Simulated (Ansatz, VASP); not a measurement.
LaHg2 in VASP and in Ansatz

```xyz
3
Lattice="4.8568 0.0000 0.0000 -2.4284 4.2061 0.0000 0.0000 0.0000 3.5657" Properties=species:S:1:pos:R:3 pbc="T T T"
La    0.0000    0.0000    0.0000
Hg    0.0000    2.8041    1.7828
Hg    2.4284    1.4020    1.7828
```

Change from the starting cell: volume scaled by 0.94, PAW files.

Alike in both runs: task electric field gradients; functional LDA; k mesh 8 × 8 × 9; occupations fermi-dirac, width 0.08 eV; no spin polarisation.

```csv
,VASP,Ansatz
version,VASP 6.6.1,Ansatz 0.2.0
potentials or method,"VASP PAW LDA potentials, release 64 (La, Hg)","PAW with Ansatz's default frozen-core files, scalar-relativistic"
plane-wave cutoff (eV),520,420
valence electrons in the cell,35,51
```

|  | VASP | Ansatz | Ansatz less VASP |
| --- | --- | --- | --- |
| pressure (GPa) | 2.0 | 1.4 | -0.60 |
| traceless stress, the component that is largest in VASP (GPa) | -2.52 | -2.15 | +0.371 |
| size of Vzz on the site where it differs most (V/Å²) | 343.8 | 299.6 | -44.15 |

LDA's correlation is that of Perdew and Zunger in VASP and of Perdew and Wang (1992) in Ansatz. VASP's potentials hold 35 valence electrons a cell and Ansatz's 51, so a difference there can come from the potentials and not from the codes.

Neither program's run includes spin-orbit coupling.
